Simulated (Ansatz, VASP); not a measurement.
## Two plane-wave programs on Ge

Contents of POSCAR:

```
Ge
1.0
    4.9420628206      0.0000000000      0.0000000000
   -2.4710314103      4.2799519497      0.0000000000
    0.0000000000      0.0000000000      2.7724513967
Ge
3
Direct
    1.0000000000      0.0000000000      0.0000000000
    0.3333333333      0.6666666667      0.5000000000
    0.6666666667      0.3333333333      0.5000000000
```

INCAR.step1

```
SYSTEM = Ge
PREC     = Accurate       ! precision mode
ENCUT    = 520            ! plane-wave cutoff, eV
ISMEAR   = -1             ! smearing method
SIGMA    = 0.1            ! smearing width, eV
LREAL    = .FALSE.        ! projectors in reciprocal space
LASPH    = .TRUE.         ! aspherical terms in the spheres
NELM     = 80             ! most SCF steps
NBANDS   = 28             ! bands
GGA      = PE             ! functional
ALGO     = Normal         ! electronic algorithm
EDIFF    = 1E-4           ! SCF threshold, eV
LWAVE    = .TRUE.         ! write WAVECAR
LCHARG   = .FALSE.        ! write CHGCAR
```

Contents of INCAR.step2:

```
SYSTEM = Ge
PREC     = Accurate       ! precision mode
ENCUT    = 520            ! plane-wave cutoff, eV
EDIFF    = 1E-6           ! SCF threshold, eV
ISMEAR   = -1             ! smearing method
SIGMA    = 0.1            ! smearing width, eV
LREAL    = .FALSE.        ! projectors in reciprocal space
LASPH    = .TRUE.         ! aspherical terms in the spheres
NELM     = 80             ! most SCF steps
ALGO     = Normal         ! electronic algorithm
ISIF     = 2              ! what is computed and relaxed
LWAVE    = .FALSE.        ! write WAVECAR
LCHARG   = .TRUE.         ! write CHGCAR
METAGGA  = R2SCAN         ! meta-GGA
LMIXTAU  = .TRUE.       
LELF     = .TRUE.         ! ELF
LVHAR    = .TRUE.       
NBANDS   = 28             ! bands
ISTART   = 1
```

KPOINTS

```
regular mesh
0
G
  9 9 13
  0 0 0
```

Input for Ansatz:

```yaml
crystal:
  lattice:
    - [4.9420628206, 0.0, 0.0]
    - [-2.4710314103, 4.2799519497, 0.0]
    - [0.0, 0.0, 2.7724513967]
  atoms:
    - { symbol: Ge, position: [1.0, 0.0, 0.0] }
    - { symbol: Ge, position: [0.3333333333, 0.6666666667, 0.5] }
    - { symbol: Ge, position: [0.6666666667, 0.3333333333, 0.5] }
hamiltonian:
  xc: r2scan
  pseudopotentials:
    kind: paw
    azcp:
      Ge: "pseudopotentials/Ge.paw.azcp"
basis:
  ecutwfc: 500
  fft_grid_basis: typed
kpoints:
  mp_grid: { grid: [9, 9, 13], shift: [0, 0, 0] }
magnetization:
  spin_polarized: false
scf:
  occupations: { method: fermi_dirac, width: 0.1 }
  lower_state_search: "off"
output:
  stress: true
```

Alike in both runs: task single point; functional r2SCAN; k mesh 9 × 9 × 13; occupations fermi-dirac, width 0.1 eV; no spin polarisation.

|  | VASP | Ansatz |
| --- | --- | --- |
| version | VASP 6.6.1 | Ansatz 0.2.0 |
| potentials or method | VASP PAW PBE potentials, release 64 (Ge_d), cutoff 520 eV | plane waves (500 eV) with PAW, scalar-relativistic |
| valence electrons in the cell | 42 | 42 |

|  | VASP | Ansatz | Ansatz less VASP |
| --- | --- | --- | --- |
| pressure (GPa) | -2.6 | -2.5 | +0.14 |
| traceless stress, the component that is largest in VASP (GPa) | 2.83 | 2.81 | -0.015 |

VASP's potentials were made for PBE, not for r2SCAN.
